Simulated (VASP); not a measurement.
# AsSe4 (I4/m) in VASP: a series of runs

Runs on AsSe4. Level: PBE. Tasks: single point.

Program: VASP 6.6.1. These are calculated values, not measurements. Logs are shortened: lines on timing, memory, paths and dates and some standing lists are left out, and cuts for length are marked.

**1. The cell of the first run**

Symmetry: I4/m, No. 87, tetragonal system. The conventional cell has a = 7.363 Å, b = 7.363 Å, c = 4.530 Å, α = 90.00°, β = 90.00°, γ = 90.00°. As (site symmetry 4/m) has 12 Se at 3.24 to 3.29 Å within 4.3 Å. Se (site symmetry m) has 9 Se at 3.22 to 3.35 Å and 3 As at 3.24 to 3.29 Å within 4.2 Å.

The cell was built from a structure type or drawn by symmetry, and may not be a known phase.

**2. Single point, PBE**

File INCAR:

```
SYSTEM = AsSe4
ALGO = Normal ; EDIFF = 1E-7
ENCUT = 520 ; GGA = PE
ISIF = 2 ; ISMEAR = 0
LASPH = .True. ; LCHARG = .False.
LREAL = .False. ; LWAVE = .False.
NBANDS = 22 ; NELM = 100
PREC = Accurate ; SIGMA = 0.1
```

File KPOINTS:

```
k-points
0
Gamma
  4 4 4
  0 0 0
```

File POSCAR:

```
AsSe4
1.0
   -3.6816751100      3.6816751100      2.2648879400
    3.6816751100     -3.6816751100      2.2648879400
    3.6816751100      3.6816751100     -2.2648879400
As Se
1 4
Direct
    0.0000000000      0.0000000000      0.0000000000
    0.7971775700      0.6023538900      0.3995314500
    0.2028224300      0.3976461100      0.6004685500
    0.6023538900      0.2028224300      0.8051763200
    0.3976461100      0.7971775700      0.1948236800
```

Potentials or basis: VASP PAW PBE potentials, release 64 (As, Se).

Command:

```sh
cat potpaw_PBE.64/As/POTCAR potpaw_PBE.64/Se/POTCAR > POTCAR
mpirun -np 1 vasp_std > vasp.out
```

OUTCAR:

```text
SYSTEM = AsSe4
   EDIFF = 1E-7
   ENCUT = 520
   GGA = PE
   ISIF = 2
   ISMEAR = 0
   LASPH = .True.
   LREAL = .False.
   NELM = 100
   PREC = Accurate

 ion  position               nearest neighbor table
   1  0.000  0.000  0.000-
   2  0.797  0.602  0.400-
   3  0.203  0.398  0.600-
   4  0.602  0.203  0.805-
   5  0.398  0.797  0.195-

  LATTYP: Found a body centered tetragonal cell.
 ALAT       =     7.3633502200
 C/A-ratio  =     0.6151786544

  Lattice vectors:

 A1 = (  -3.6816751100,   3.6816751100,   2.2648879400)
 A2 = (   3.6816751100,  -3.6816751100,   2.2648879400)
 A3 = (   3.6816751100,   3.6816751100,  -2.2648879400)

Analysis of symmetry for initial positions (statically):
=====================================================================
 Subroutine PRICEL returns:
 Original cell was already a primitive cell.

 Routine SETGRP: Setting up the symmetry group for a
 body centered tetragonal supercell.

 Subroutine GETGRP returns: Found  8 space group operations
 (whereof  8 operations were pure point group operations)
 out of a pool of 16 trial point group operations.

The static configuration has the point symmetry C_4h.

Analysis of symmetry for dynamics (positions and initial velocities):
=====================================================================
 Subroutine PRICEL returns:
 Original cell was already a primitive cell.

 Routine SETGRP: Setting up the symmetry group for a
 body centered tetragonal supercell.

 Subroutine GETGRP returns: Found  8 space group operations
 (whereof  8 operations were pure point group operations)
 out of a pool of 16 trial point group operations.

The dynamic configuration has the point symmetry C_4h.

 Subroutine INISYM returns: Found  8 space group operations
 (whereof  8 operations are pure point group operations),
 and found     1 'primitive' translations

----------------------------------------------------------------------------------------

                                     Primitive cell

  volume of cell :     122.7998

  direct lattice vectors                    reciprocal lattice vectors
    -3.681675110  3.681675110  2.264887940     0.000000000  0.135807746  0.220761474
     3.681675110 -3.681675110  2.264887940     0.135807746  0.000000000  0.220761474
     3.681675110  3.681675110 -2.264887940     0.135807746  0.135807746  0.000000000

  length of vectors
     5.677955672  5.677955672  5.677955672     0.259189839  0.259189839  0.192061157

  position of ions in fractional coordinates (direct lattice)
     0.000000000  0.000000000  0.000000000
     0.797177570  0.602353890  0.399531450
     0.202822430  0.397646110  0.600468550
     0.602353890  0.202822430  0.805176320
     0.397646110  0.797177570  0.194823680

  ion indices of the primitive-cell ions
   primitive index   ion index
                 1           1
                 2           2
                 3           3
                 4           4
                 5           5

----------------------------------------------------------------------------------------

 KPOINTS: k-points

Automatic generation of k-mesh.
 Grid dimensions read from file:
 generate k-points for:    4    4    4

 Generating k-lattice:

  Cartesian coordinates                     Fractional coordinates (reciprocal lattice)
     0.000000000  0.033951937  0.055190368     0.250000000  0.000000000  0.000000000
     0.033951937  0.000000000  0.055190368     0.000000000  0.250000000  0.000000000
     0.033951937  0.033951937  0.000000000     0.000000000  0.000000000  0.250000000

  Length of vectors
     0.064797460  0.064797460  0.048015289

  Shift w.r.t. Gamma in fractional coordinates (k-lattice)
     0.000000000  0.000000000  0.000000000

 Subroutine IBZKPT returns following result:
 ===========================================

 Found     14 irreducible k-points:

 Following reciprocal coordinates:
            Coordinates               Weight
  0.000000  0.000000  0.000000      1.000000
  0.250000  0.000000  0.000000      8.000000
  0.500000  0.000000  0.000000      4.000000
  0.250000  0.250000  0.000000      8.000000
  0.500000  0.250000  0.000000      8.000000
 -0.250000  0.500000  0.000000      8.000000
 -0.250000  0.250000  0.000000      4.000000
  0.500000  0.500000  0.000000      2.000000
  0.250000  0.250000  0.250000      2.000000
 -0.250000  0.250000  0.250000      4.000000
  0.500000  0.500000  0.250000      4.000000
 -0.250000  0.500000  0.250000      8.000000
 -0.250000 -0.250000  0.250000      2.000000
  0.500000  0.500000  0.500000      1.000000
   k-points           NKPTS =     14   k-points in BZ     NKDIM =     14   number of bands    NBANDS=     22
   number of dos      NEDOS =    301   number of ions     NIONS =      5
   total plane-waves  NPLWV =  74088
   dimension x,y,z NGX =    42 NGY =   42 NGZ =   42
   dimension x,y,z NGXF=    84 NGYF=   84 NGZF=   84
   ions per type =               1   4
   NGX,Y,Z   is equivalent  to a cutoff of  12.30, 12.30, 12.30 a.u.
   NGXF,Y,Z  is equivalent  to a cutoff of  24.59, 24.59, 24.59 a.u.
 SYSTEM =  AsSe4
   PREC   = accura    normal or accurate (medium, high low for compatibility)
   ISTART =      0    job   : 0-new  1-cont  2-samecut
   ICHARG =      2    charge: 1-file 2-atom 10-const
   ISPIN  =      1    spin polarized calculation?
   LNONCOLLINEAR =      F non collinear calculations
   LSORBIT =      F    spin-orbit coupling
   LASPH  =      T    aspherical Exc in radial PAW
   ENCUT  =  520.0 eV  38.22 Ry    6.18 a.u.  10.56 10.56 10.56*2*pi/ulx,y,z
   NELM   =    100;   NELMIN=  2; NELMDL= -5     # of ELM steps
   EDIFF  = 0.1E-06   stopping-criterion for ELM
   LREAL  =      F    real-space projection
   EDIFFG = 0.1E-05   stopping-criterion for IOM
   NSW    =      0    number of steps for IOM
   IBRION =     -1    ionic relax: 0-MD 1-quasi-New 2-CG
   NFREE  =      0    steps in history (QN), initial steepest desc. (CG)
   ISIF   =      2    stress and relaxation
   ISYM   =      2    0-nonsym 1-usesym 2-fastsym
   POTIM  = 0.5000    time-step for ionic-motion
   TEBEG  =    0.0;   TEEND  =   0.0 temperature during run
   PSTRESS=    0.0 pullay stress
   NELECT =      29.0000    total number of electrons
   NUPDOWN=      -1.0000    fix difference up-down
   EMIN   =  10.00;   EMAX   =-10.00  energy-range for DOS
   EFERMI =   0.00;   METHOD = LEGACY
   ISMEAR =     0;   SIGMA  =   0.10  broadening in eV -4-tet -1-fermi 0-gaus
   EFERMI_NEDOS =   21; number of points for ismear=-14 and -15
   IALGO  =     38    algorithm
   IMIX   =      4    mixing-type and parameters
     AMIX     =   0.40;   BMIX     =  1.00
     AMIX_MAG =   1.60;   BMIX_MAG =  1.00
  volume/ion in A,a.u.               =      24.56       165.74
  Fermi-wavevector in a.u.,A,eV,Ry     =   1.011909  1.912231 13.931829  1.023961
  Thomas-Fermi vector in A             =   2.144987
   LORBIT       =      0    0 simple, 1 ext, 2 COOP (PROOUT), +10 PAW based schemes
   GGA     = PE    functional components
   LHFCALC =     F    Hartree Fock is set to
   AEXX    =    0.0000 exact exchange contribution
   IVDW    =     0    specifies the selected vdW correction
   LEPSILON=     F    determine dielectric tensor
   LRPA    =     F    only Hartree local field effects (RPA)
 non-spin polarized calculation
 Gauss-broadening in eV      SIGMA  =   0.10
  energy-cutoff  :      520.00
  volume of cell :      122.80
 maximum number of plane-waves:      3328
   NGX = 21   NGY = 21   NGZ = 21

 number of electron      29.0000000 magnetization

 Free energy of the ion-electron system (eV)
  ---------------------------------------------------
  ext. energy  EPLUGINS =         0.00000000
  ---------------------------------------------------
  free energy    TOTEN  =       -14.65508747 eV

  energy without entropy =      -14.61572565  energy(sigma->0) =      -14.63540656

 E-fermi :   3.5241     XC(G=0):  -9.7265

 val. band max:        3.5153769071   @ k =  -0.2500   0.2500   0.2500
 cond. band min:       3.5299095261   @ k =   0.2500   0.0000   0.0000
 fundamental gap:      0.0145326189
 Fermi energy:         3.5240872297

 k-point     1 :       0.0000    0.0000    0.0000
  band No.  band energies     occupation
      1     -10.9415      2.00000
      2      -8.3419      2.00000
      3      -8.2777      2.00000
      4      -8.2777      2.00000
      5      -6.4034      2.00000
      6      -0.2399      2.00000
[... 14 lines left out ...]
     21      11.8659      0.00000
     22      12.0009      0.00000

 k-point     2 :       0.2500    0.0000    0.0000
  band No.  band energies     occupation
      1     -10.5010      2.00000
      2      -8.6627      2.00000
      3      -8.4690      2.00000
      4      -8.2576      2.00000
      5      -6.5723      2.00000
      6      -1.1358      2.00000
[... 14 lines left out ...]
     21      10.5884      0.00000
     22      10.6510      0.00000

 k-point     3 :       0.5000    0.0000    0.0000
  band No.  band energies     occupation
      1      -9.5062      2.00000
      2      -9.2427      2.00000
      3      -8.7658      2.00000
      4      -8.4582      2.00000
      5      -6.8803      2.00000
      6      -1.7878      2.00000
[... 14 lines left out ...]
     21      11.3499      0.00000
     22      12.1447      0.00000
[... 226 lines left out ...]
 k-point    13 :      -0.2500   -0.2500    0.2500
  band No.  band energies     occupation
      1      -9.7366      2.00000
      2      -8.7558      2.00000
      3      -8.7558      2.00000
      4      -8.6723      2.00000
      5      -6.9136      2.00000
      6      -1.1051      2.00000
[... 14 lines left out ...]
     21      11.3409      0.00000
     22      12.0731      0.00000

 k-point    14 :       0.5000    0.5000    0.5000
  band No.  band energies     occupation
      1      -9.3904      2.00000
      2      -9.3904      2.00000
      3      -9.2052      2.00000
      4      -8.5637      2.00000
      5      -6.8517      2.00000
      6      -0.9791      2.00000
[... 14 lines left out ...]
     21       8.5908      0.00000
     22       9.6349      0.00000

------------------------ aborting loop because EDIFF is reached ----------------------------------------

  FORCE on cell =-STRESS in cart. coord.  units (eV):
  Direction    XX          YY          ZZ          XY          YZ          ZX
  --------------------------------------------------------------------------------------
  -------------------------------------------------------------------------------------
  Total       -6.2488058     -6.2488058     -7.4681402     -0.0000000      0.0000000     -0.0000000
  in kB      -81.5285991    -81.5285991    -97.4373386     -0.0000005      0.0000000     -0.0000000
  external PRESSURE =     -86.8315122 kB  Pullay stress =       0.0000000 kB

 VOLUME and BASIS-vectors are now :
 -----------------------------------------------------------------------------
  energy-cutoff  :      520.00
  volume of cell :      122.80
      direct lattice vectors                 reciprocal lattice vectors
    -3.681675110  3.681675110  2.264887940     0.000000000  0.135807746  0.220761474
     3.681675110 -3.681675110  2.264887940     0.135807746  0.000000000  0.220761474
     3.681675110  3.681675110 -2.264887940     0.135807746  0.135807746  0.000000000

 POSITION                                       TOTAL-FORCE (eV/Angst)
 -----------------------------------------------------------------------------------
      0.00000      0.00000      0.00000        -0.000000     -0.000000      0.000000
      0.75367      2.18822      2.26489         0.249819     -0.313069      0.000000
      2.92801      1.49345     -0.00000        -0.249819      0.313069     -0.000000
      1.49345      4.43534      0.00000         0.313069      0.249819     -0.000000
      2.18822     -0.75367      2.26489        -0.313069     -0.249819      0.000000
 -----------------------------------------------------------------------------------
    total drift:                                0.000000     -0.000000      0.000000

  FREE ENERGIE OF THE ION-ELECTRON SYSTEM (eV)
  ---------------------------------------------------
  free  energy   TOTEN  =       -14.6550874725 eV

  energy  without entropy=      -14.6157256530  energy(sigma->0) =      -14.63540656
```

Wall time 42 s (1 thread of Intel Xeon Platinum 8259CL at 2.50GHz (Skylake/Cascade Lake), shared host); peak memory 0.25 GiB.

Results:

| Quantity | Value |
| --- | --- |
| Free energy | -14.6551 eV |
| Pressure | -8.7 GPa |
| Largest force | 0.401 eV/Å |
| Band gap on the k mesh | zero (an odd number of electrons rules out a gap without spin polarisation) |

Forces in eV/Å, atoms in the order of the input:
```
As   0.000  0.000  0.000
Se   0.250 -0.313  0.000
Se  -0.250  0.313  0.000
Se   0.313  0.250  0.000
Se  -0.313 -0.250  0.000
```

Caveat: the k points lie up to 0.41 Å⁻¹ apart, too coarse for converged energies and pressures of a metal.

**3. Single point, PBE**

This run uses another cell than the first one, of 25.90 Å³/atom.

File INCAR:

```
SYSTEM = AsSe4
PREC = Accurate
ENCUT = 520
EDIFF = 1E-7
ISMEAR = 0
SIGMA = 0.1
LREAL = .FALSE.
LASPH = .TRUE.
NELM = 60
ALGO = Normal
ISIF = 2
LWAVE = .FALSE.
LCHARG = .FALSE.
GGA = PE
NBANDS = 22
```

File KPOINTS:

```
Automatic mesh
0
G
  4 4 4
  0 0 0
```

File POSCAR:

```
AsSe4
1.0
   -4.3157985824      4.3157985824      1.7379729279
    4.3157985824     -4.3157985824      1.7379729279
    4.3157985824      4.3157985824     -1.7379729279
As Se
1 4
Direct
    0.0000000000      0.0000000000      0.0000000000
    0.7235476250      0.6422925971      0.3658402221
    0.2764523750      0.3577074029      0.6341597779
    0.6422925971      0.2764523750      0.9187449721
    0.3577074029      0.7235476250      0.0812550279
```

Potentials or basis: VASP PAW PBE potentials, release 64 (As, Se).

Command:

```sh
cat potpaw_PBE.64/As/POTCAR potpaw_PBE.64/Se/POTCAR > POTCAR
mpirun -np 1 vasp_std > vasp.out
```

OUTCAR:

```text
SYSTEM = AsSe4
   PREC = Accurate
   ENCUT = 520
   EDIFF = 1E-7
   ISMEAR = 0
   LREAL = .FALSE.
   LASPH = .TRUE.
   NELM = 60
   ISIF = 2
   GGA = PE

 ion  position               nearest neighbor table
   1  0.000  0.000  0.000-
   2  0.724  0.642  0.366-   3 2.59   3 2.59
   3  0.276  0.358  0.634-   2 2.59   2 2.59
   4  0.642  0.276  0.919-   5 2.59   5 2.59
   5  0.358  0.724  0.081-   4 2.59   4 2.59

  LATTYP: Found a body centered tetragonal cell.
 ALAT       =     8.6315971648
 C/A-ratio  =     0.4027001943

  Lattice vectors:

 A1 = (  -4.3157985824,   4.3157985824,   1.7379729279)
 A2 = (   4.3157985824,  -4.3157985824,   1.7379729279)
 A3 = (   4.3157985824,   4.3157985824,  -1.7379729279)

Analysis of symmetry for initial positions (statically):
=====================================================================
 Subroutine PRICEL returns:
 Original cell was already a primitive cell.

 Routine SETGRP: Setting up the symmetry group for a
 body centered tetragonal supercell.

[... 160 lines left out ...]

 E-fermi :   3.2304     XC(G=0):  -9.0162

 val. band max:        3.2286256939   @ k =   0.5000   0.2500   0.0000
 cond. band min:       3.3049751208   @ k =  -0.2500   0.5000   0.0000
 fundamental gap:      0.0763494269
 Fermi energy:         3.2303860426

 k-point     1 :       0.0000    0.0000    0.0000
  band No.  band energies     occupation
      1     -12.4882      2.00000
      2     -11.2964      2.00000
      3      -8.6270      2.00000
      4      -8.6270      2.00000
      5      -7.4971      2.00000
      6      -1.0591      2.00000
[... 339 lines left out ...]
     21       7.5342      0.00000
     22       8.6580      0.00000

------------------------ aborting loop because EDIFF is reached ----------------------------------------

  FORCE on cell =-STRESS in cart. coord.  units (eV):
  Direction    XX          YY          ZZ          XY          YZ          ZX
  --------------------------------------------------------------------------------------
  -------------------------------------------------------------------------------------
  Total        0.1009417      0.1009417      0.0035797      0.0000005     -0.0000000     -0.0000000
  in kB        1.2489812      1.2489812      0.0442925      0.0000057     -0.0000000     -0.0000000
  external PRESSURE =       0.8474183 kB  Pullay stress =       0.0000000 kB

 VOLUME and BASIS-vectors are now :
 -----------------------------------------------------------------------------
  energy-cutoff  :      520.00
  volume of cell :      129.49
      direct lattice vectors                 reciprocal lattice vectors
    -4.315798582  4.315798582  1.737972928     0.000000000  0.115853414  0.287691478
     4.315798582 -4.315798582  1.737972928     0.115853414  0.000000000  0.287691478
     4.315798582  4.315798582 -1.737972928     0.115853414  0.115853414  0.000000000

 POSITION                                       TOTAL-FORCE (eV/Angst)
 -----------------------------------------------------------------------------------
      0.00000      0.00000      0.00000         0.000000     -0.000000     -0.000000
      1.22821      1.92957      1.73797        -0.011642      0.002766     -0.000000
      3.08759      2.38623     -0.00000         0.011642     -0.002766      0.000000
      2.38623      5.54401      0.00000        -0.002766     -0.011642     -0.000000
      1.92957     -1.22821      1.73797         0.002766      0.011642      0.000000
 -----------------------------------------------------------------------------------
    total drift:                                0.000000      0.000000     -0.000000

  FREE ENERGIE OF THE ION-ELECTRON SYSTEM (eV)
  ---------------------------------------------------
  free  energy   TOTEN  =       -17.2629796458 eV

  energy  without entropy=      -17.2507227252  energy(sigma->0) =      -17.25685119
```

It took 52 s on 1 thread of Intel Xeon Platinum 8259CL at 2.50GHz (Skylake/Cascade Lake), shared host; peak memory 0.31 GiB.

What came out:

```
Free energy            : -17.2630 eV
Pressure               : 0.1 GPa
Largest force          : 0.012 eV/Å
Band gap on the k mesh : zero (an odd number of electrons rules out a gap without spin polarisation)
```

Forces on the atoms (eV/Å):
```
As   0.000  0.000  0.000
Se  -0.012  0.003  0.000
Se   0.012 -0.003  0.000
Se  -0.003 -0.012  0.000
Se   0.003  0.012  0.000
```

Stress tensor (GPa, compression positive):
```
0.12 0.00 0.00
0.00 0.12 0.00
0.00 0.00 0.00
```

Caveat: the k points lie up to 0.49 Å⁻¹ apart, too coarse for converged energies and pressures of a metal.
